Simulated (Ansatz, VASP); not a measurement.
## One calculation of CaZrGe, two programs

The input INCAR:

```
PREC = Accurate ; ENCUT = 520
EDIFF = 1E-6 ; ISMEAR = 0
SIGMA = 0.1 ; LREAL = F
LASPH = T ; NELM = 150
ALGO = Fast ; ISIF = 2
LWAVE = F ; LCHARG = F
ISPIN = 2 ; MAGMOM = 0 1 0
LORBIT = 11 ; LMAXMIX = 4
GGA = PE ; NBANDS = 29
```

KPOINTS

```
regular mesh
0
Gamma
  4 4 4
```

File POSCAR:

```
CaZrGe
1.0
    4.5587946965      0.0000000000      0.0000000000
    0.0000000000      4.5587946965      0.0000000000
    0.0000000000      0.0000000000      5.1519561924
Ca Zr Ge
1 1 1
Direct
    0.5000000000      0.5000000000      0.0000000000
    0.0000000000      0.0000000000      0.0000000000
    0.0000000000      0.0000000000      0.5000000000
```

Input for Ansatz:

```yaml
crystal:
  lattice:
    - [4.5587946965, 0.0, 0.0]
    - [0.0, 4.5587946965, 0.0]
    - [0.0, 0.0, 5.1519561924]
  atoms:
    - { symbol: Ca, position: [0.5, 0.5, 0.0] }
    - { symbol: Zr, position: [0.0, 0.0, 0.0], spin: 1.0 }
    - { symbol: Ge, position: [0.0, 0.0, 0.5] }
basis:
  ecutwfc: 420
kpoints:
  mp_grid: { grid: [4, 4, 4] }
hamiltonian:
  xc: pbe
scf:
  occupations: { method: gaussian, width: 0.1 }
  lower_state_search: "off"
output:
  forces: true
  stress: true
  eigenvalues: true
  populations: true
magnetization:
  spin_polarized: true
```

Alike in both runs: task single point; functional PBE; k mesh 4 × 4 × 4; occupations gaussian, width 0.1 eV; collinear spin.

|  | VASP | Ansatz |
| --- | --- | --- |
| version | VASP 6.6.1 | Ansatz 0.2.0 |
| potentials or method | VASP PAW PBE potentials, release 64 (Ca_sv, Zr_sv, Ge_d), cutoff 520 eV | scalar-relativistic, plane waves, PAW |
| valence electrons in the cell | 36 | 36 |

```tsv
	VASP	Ansatz	Ansatz less VASP
gap on the k mesh at the Fermi level (eV)	none	none	-
pressure (GPa)	0.0	0.0	+0.02
traceless stress, the component that is largest in VASP (GPa)	0.28	0.29	+0.012
net moment per atom (μB)	0.17	0.17	-0.002
size of the moment on the site where the two differ most (μB)	0.20	0.15	-0.050
```

Site moments also hang on the region over which each program counts them. A gap of «none» marks a metal or a gap that the smearing closes. The functional is the same, so the differences come from potentials, cutoffs and numerics.
